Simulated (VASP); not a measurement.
# CaIr2S4 (Fd-3m) in VASP: relaxation of the atoms with PBE

Aim: the relaxation of the atoms of CaIr2S4 with PBE.

All numbers are computed with VASP 6.6.1; they aren't measurements. Logs are shortened: lines on timing, memory, paths and dates and some standing lists are left out, and cuts for length are marked.

## (1) The cell of the first run

It takes space group Fd-3m (No. 227, cubic). The conventional cell has a = 10.059 Å, b = 10.059 Å, c = 10.059 Å, α = 90.00°, β = 90.00°, γ = 90.00°. Ca (site symmetry -43m) has 4 S at 2.53 Å within 3.3 Å. Within 3.1 Å of Ir (site symmetry -3m) lie 6 S at 2.33 Å. Within 3.1 Å of S (site symmetry 3m) lie 3 Ir at 2.33 Å and 1 Ca at 2.53 Å and 3 S at 2.97 Å.

## (2) Relaxation of the atoms, PBE (18.18 Å³/atom)

File INCAR:

```
SYSTEM = CaIr2S4
  PREC = Accurate
  ENCUT = 520
  EDIFF = 1E-7
  ISMEAR = 0
  SIGMA = 0.02
  LREAL = .FALSE.
  LASPH = .TRUE.
  NELM = 80
  ALGO = Normal
  ISIF = 2
  LWAVE = .FALSE.
  LCHARG = .FALSE.
  GGA = PE
  IBRION = 2
  NSW = 50
  EDIFFG = -0.01
  KPAR = 4
```

File KPOINTS:

```
Automatic mesh
0
G
  6 6 6
  0 0 0
```

File POSCAR:

```
CaIr2S4
1.0
    0.0000000000      5.0296320917      5.0296320917
    5.0296320917      0.0000000000      5.0296320917
    5.0296320917      5.0296320917      0.0000000000
Ca Ir S
2 4 8
Direct
    0.2500000000      0.2500000000      0.2500000000
    0.0000000000      0.0000000000      0.0000000000
    0.1250000000      0.6250000000      0.6250000000
    0.6250000000      0.6250000000      0.1250000000
    0.6250000000      0.6250000000      0.6250000000
    0.6250000000      0.1250000000      0.6250000000
    0.3954375785      0.3954375785      0.3954375785
    0.8545624215      0.4363127356      0.8545624215
    0.3954375785      0.3954375785      0.8136872644
    0.8545624215      0.8545624215      0.8545624215
    0.4363127356      0.8545624215      0.8545624215
    0.8545624215      0.8545624215      0.4363127356
    0.3954375785      0.8136872644      0.3954375785
    0.8136872644      0.3954375785      0.3954375785
```

Potentials or basis: VASP PAW PBE potentials, release 64 (Ca_sv, Ir, S).

Started as:

```console
> cat potpaw_PBE.64/Ca_sv/POTCAR potpaw_PBE.64/Ir/POTCAR potpaw_PBE.64/S/POTCAR > POTCAR
> mpirun -np 4 vasp_std > vasp.out
```

OUTCAR:

```text
SYSTEM = CaIr2S4
   PREC = Accurate
   ENCUT = 520
   EDIFF = 1E-7
   ISMEAR = 0
   LREAL = .FALSE.
   LASPH = .TRUE.
   NELM = 80
   ISIF = 2
   GGA = PE
   IBRION = 2
   NSW = 50
   EDIFFG = -0.01

 ion  position               nearest neighbor table
   1  0.250  0.250  0.250-   7 2.53  13 2.53  14 2.53   9 2.53
   2  0.000  0.000  0.000-  10 2.53   8 2.53  11 2.53  12 2.53
   3  0.125  0.625  0.625-   8 2.33   9 2.33  12 2.33  13 2.33   7 2.33  10 2.33
   4  0.625  0.625  0.125-   8 2.33  11 2.33  13 2.33  14 2.33  10 2.33   7 2.33
   5  0.625  0.625  0.625-   8 2.33   9 2.33  11 2.33  12 2.33  13 2.33  14 2.33
   6  0.625  0.125  0.625-   9 2.33  11 2.33  12 2.33  14 2.33  10 2.33   7 2.33
   7  0.395  0.395  0.395-   3 2.33   4 2.33   6 2.33   1 2.53
   8  0.855  0.436  0.855-   3 2.33   4 2.33   5 2.33   2 2.53
   9  0.395  0.395  0.814-   3 2.33   6 2.33   5 2.33   1 2.53
  10  0.855  0.855  0.855-   3 2.33   4 2.33   6 2.33   2 2.53
  11  0.436  0.855  0.855-   4 2.33   6 2.33   5 2.33   2 2.53
  12  0.855  0.855  0.436-   3 2.33   6 2.33   5 2.33   2 2.53
  13  0.395  0.814  0.395-   3 2.33   4 2.33   5 2.33   1 2.53
  14  0.814  0.395  0.395-   4 2.33   6 2.33   5 2.33   1 2.53

  LATTYP: Found a face centered cubic cell.
 ALAT       =    10.0592641834

  Lattice vectors:

 A1 = (   0.0000000000,   5.0296320917,   5.0296320917)
 A2 = (   5.0296320917,   0.0000000000,   5.0296320917)
 A3 = (   5.0296320917,   5.0296320917,   0.0000000000)

Analysis of symmetry for initial positions (statically):
=====================================================================
 Subroutine PRICEL returns:
 Original cell was already a primitive cell.

 Routine SETGRP: Setting up the symmetry group for a
 face centered cubic supercell.

 Subroutine GETGRP returns: Found 48 space group operations
 (whereof 24 operations were pure point group operations)
 out of a pool of 48 trial point group operations.

The static configuration has the point symmetry T_d .
 The point group associated with its full space group is O_h .

Analysis of symmetry for dynamics (positions and initial velocities):
=====================================================================
 Subroutine PRICEL returns:
 Original cell was already a primitive cell.

 Routine SETGRP: Setting up the symmetry group for a
 face centered cubic supercell.

 Subroutine GETGRP returns: Found 48 space group operations
 (whereof 24 operations were pure point group operations)
 out of a pool of 48 trial point group operations.

The dynamic configuration has the point symmetry T_d .
 The point group associated with its full space group is O_h .

 Subroutine INISYM returns: Found 48 space group operations
 (whereof 24 operations are pure point group operations),
 and found     1 'primitive' translations

----------------------------------------------------------------------------------------

                                     Primitive cell

  volume of cell :     254.4712

  direct lattice vectors                    reciprocal lattice vectors
     0.000000000  5.029632092  5.029632092    -0.099410850  0.099410850  0.099410850
     5.029632092  0.000000000  5.029632092     0.099410850 -0.099410850  0.099410850
     5.029632092  5.029632092  0.000000000     0.099410850  0.099410850 -0.099410850

  length of vectors
     7.112973918  7.112973918  7.112973918     0.172184643  0.172184643  0.172184643

  position of ions in fractional coordinates (direct lattice)
     0.250000000  0.250000000  0.250000000
     0.000000000  0.000000000  0.000000000
     0.125000000  0.625000000  0.625000000
     0.625000000  0.625000000  0.125000000
     0.625000000  0.625000000  0.625000000
     0.625000000  0.125000000  0.625000000
     0.395437579  0.395437579  0.395437579
     0.854562421  0.436312736  0.854562421
     0.395437579  0.395437579  0.813687264
     0.854562421  0.854562421  0.854562421
     0.436312736  0.854562421  0.854562421
     0.854562421  0.854562421  0.436312736
     0.395437579  0.813687264  0.395437579
     0.813687264  0.395437579  0.395437579

  ion indices of the primitive-cell ions
   primitive index   ion index
                 1           1
                 2           2
                 3           3
                 4           4
                 5           5
                 6           6
                 7           7
                 8           8
                 9           9
                10          10
                11          11
                12          12
                13          13
                14          14

----------------------------------------------------------------------------------------

 KPOINTS: Automatic mesh

Automatic generation of k-mesh.
 Grid dimensions read from file:
 generate k-points for:    6    6    6

 Generating k-lattice:

  Cartesian coordinates                     Fractional coordinates (reciprocal lattice)
    -0.016568475  0.016568475  0.016568475     0.166666667  0.000000000  0.000000000
     0.016568475 -0.016568475  0.016568475     0.000000000  0.166666667  0.000000000
     0.016568475  0.016568475 -0.016568475     0.000000000  0.000000000  0.166666667

  Length of vectors
     0.028697440  0.028697440  0.028697440

  Shift w.r.t. Gamma in fractional coordinates (k-lattice)
     0.000000000  0.000000000  0.000000000

 Subroutine IBZKPT returns following result:
 ===========================================

 Found     16 irreducible k-points:

 Following reciprocal coordinates:
            Coordinates               Weight
  0.000000  0.000000  0.000000      1.000000
  0.166667  0.000000  0.000000      8.000000
  0.333333  0.000000  0.000000      8.000000
  0.500000  0.000000  0.000000      4.000000
  0.166667  0.166667  0.000000      6.000000
  0.333333  0.166667  0.000000     24.000000
[... 8 lines left out ...]
 -0.333333  0.333333  0.166667     24.000000
 -0.333333  0.500000  0.166667     12.000000
   k-points           NKPTS =     16   k-points in BZ     NKDIM =     16   number of bands    NBANDS=     62
   number of dos      NEDOS =    301   number of ions     NIONS =     14
   total plane-waves  NPLWV = 157464
   dimension x,y,z NGX =    54 NGY =   54 NGZ =   54
   dimension x,y,z NGXF=   108 NGYF=  108 NGZF=  108
   ions per type =               2   4   8
   NGX,Y,Z   is equivalent  to a cutoff of  12.62, 12.62, 12.62 a.u.
   NGXF,Y,Z  is equivalent  to a cutoff of  25.24, 25.24, 25.24 a.u.
 SYSTEM =  CaIr2S4
   PREC   = accura    normal or accurate (medium, high low for compatibility)
   ISTART =      0    job   : 0-new  1-cont  2-samecut
   ICHARG =      2    charge: 1-file 2-atom 10-const
   ISPIN  =      1    spin polarized calculation?
   LNONCOLLINEAR =      F non collinear calculations
   LSORBIT =      F    spin-orbit coupling
   LASPH  =      T    aspherical Exc in radial PAW
   ENCUT  =  520.0 eV  38.22 Ry    6.18 a.u.  13.23 13.23 13.23*2*pi/ulx,y,z
   NELM   =     80;   NELMIN=  2; NELMDL= -5     # of ELM steps
   EDIFF  = 0.1E-06   stopping-criterion for ELM
   LREAL  =      F    real-space projection
   EDIFFG = -.1E-01   stopping-criterion for IOM
   NSW    =     50    number of steps for IOM
   IBRION =      2    ionic relax: 0-MD 1-quasi-New 2-CG
   NFREE  =      1    steps in history (QN), initial steepest desc. (CG)
   ISIF   =      2    stress and relaxation
   ISYM   =      2    0-nonsym 1-usesym 2-fastsym
   POTIM  = 0.5000    time-step for ionic-motion
   TEBEG  =    0.0;   TEEND  =   0.0 temperature during run
   PSTRESS=    0.0 pullay stress
   NELECT =     104.0000    total number of electrons
   NUPDOWN=      -1.0000    fix difference up-down
   EMIN   =  10.00;   EMAX   =-10.00  energy-range for DOS
   EFERMI =   0.00;   METHOD = LEGACY
   ISMEAR =     0;   SIGMA  =   0.02  broadening in eV -4-tet -1-fermi 0-gaus
   EFERMI_NEDOS =   21; number of points for ismear=-14 and -15
   IALGO  =     38    algorithm
   IMIX   =      4    mixing-type and parameters
     AMIX     =   0.40;   BMIX     =  1.00
     AMIX_MAG =   1.60;   BMIX_MAG =  1.00
  volume/ion in A,a.u.               =      18.18       122.66
  Fermi-wavevector in a.u.,A,eV,Ry     =   1.214898  2.295824 20.081880  1.475977
  Thomas-Fermi vector in A             =   2.350302
   LORBIT       =      0    0 simple, 1 ext, 2 COOP (PROOUT), +10 PAW based schemes
   GGA     = PE    functional components
   LHFCALC =     F    Hartree Fock is set to
   AEXX    =    0.0000 exact exchange contribution
   IVDW    =     0    specifies the selected vdW correction
   LEPSILON=     F    determine dielectric tensor
   LRPA    =     F    only Hartree local field effects (RPA)
 conjugate gradient relaxation of ions
 non-spin polarized calculation
 Gauss-broadening in eV      SIGMA  =   0.02
  energy-cutoff  :      520.00
  volume of cell :      254.47
 maximum number of plane-waves:      6883
 NGX is ok and might be reduce to    54
   NGX = 27   NGY = 27   NGZ = 27

--------------------------------------- Ionic step        1  -------------------------------------------

 number of electron     103.9999998 magnetization

 Free energy of the ion-electron system (eV)
  ---------------------------------------------------
  ext. energy  EPLUGINS =         0.00000000
  ---------------------------------------------------
  free energy    TOTEN  =       -81.06261936 eV

  energy without entropy =      -81.06261936  energy(sigma->0) =      -81.06261936

------------------------ aborting loop because EDIFF is reached ----------------------------------------

  FORCE on cell =-STRESS in cart. coord.  units (eV):
  Direction    XX          YY          ZZ          XY          YZ          ZX
  --------------------------------------------------------------------------------------
  -------------------------------------------------------------------------------------
  Total       29.1222311     29.1222311     29.1222311      0.0000000      0.0000000      0.0000000
  in kB      183.3566121    183.3566121    183.3566121      0.0000000      0.0000000      0.0000000
  external PRESSURE =     183.3566121 kB  Pullay stress =       0.0000000 kB
[... 81 lines left out ...]
  energy  without entropy=      -81.0798355229  energy(sigma->0) =      -81.07983552

--------------------------------------- Ionic step        3  -------------------------------------------

 number of electron     104.0000001 magnetization

 Free energy of the ion-electron system (eV)
  ---------------------------------------------------
  ext. energy  EPLUGINS =         0.00000000
  ---------------------------------------------------
  free energy    TOTEN  =       -81.08104416 eV

  energy without entropy =      -81.08104416  energy(sigma->0) =      -81.08104416

 E-fermi :   6.3269     XC(G=0): -10.5004

 val. band max:        6.1693705927   @ k =   0.5000   0.5000   0.0000
 cond. band min:       7.5581219752   @ k =   0.5000   0.5000   0.0000
 fundamental gap:      1.3887513825
 Fermi energy:         6.3269261258

 k-point     1 :       0.0000    0.0000    0.0000
  band No.  band energies     occupation
      1     -33.6577      2.00000
      2     -33.6555      2.00000
      3     -14.8583      2.00000
      4     -14.8583      2.00000
      5     -14.8583      2.00000
      6     -14.8458      2.00000
[... 1070 lines left out ...]
  FREE ENERGIE OF THE ION-ELECTRON SYSTEM (eV)
  ---------------------------------------------------
  free  energy   TOTEN  =       -81.0810441551 eV

  energy  without entropy=      -81.0810441551  energy(sigma->0) =      -81.08104416

 reached required accuracy - stopping structural energy minimisation
```

Wall time 3.2 min (4 MPI ranks of Intel Xeon Platinum 8488C (Sapphire Rapids), shared host); peak memory 0.56 GiB.

Results:

| Property | Result |
| --- | --- |
| Free energy | -81.0810 eV |
| Energy gained by relaxing | 1.3 meV/atom |
| Ionic steps | 3 |
| Pressure after relaxing | 17.7 GPa |
| Band gap on the k mesh | 1.39 eV |

Step by step:
| step | energy change (eV) | largest force (eV/Å) | pressure (GPa) |
| --- | --- | --- | --- |
| 1 | 0.0000 | 0.3470 | 18.34 |
| 2 | -0.0172 | 0.0877 | 17.49 |
| 3 | -0.0184 | 0.0006 | 17.66 |

Final structure:
```
Ca Ir S
1.0
     0.00000    5.02963    5.02963
     5.02963    0.00000    5.02963
     5.02963    5.02963    0.00000
Ca Ir S
2 4 8
Cartesian
  2.5148 2.5148 2.5148
  0.0000 0.0000 0.0000
  6.2870 3.7722 3.7722
  3.7722 3.7722 6.2870
  6.2870 6.2870 6.2870
  3.7722 6.2870 3.7722
  3.9701 3.9701 3.9701
  6.4849 8.6040 6.4849
  6.0891 6.0891 3.9701
  8.6040 8.6040 8.6040
  8.6040 6.4849 6.4849
  6.4849 6.4849 8.6040
  6.0891 3.9701 6.0891
  3.9701 6.0891 6.0891
```

Caveat: spin-orbit coupling is left out, which moves the levels of the heavy elements. A k mesh can miss the band edges.
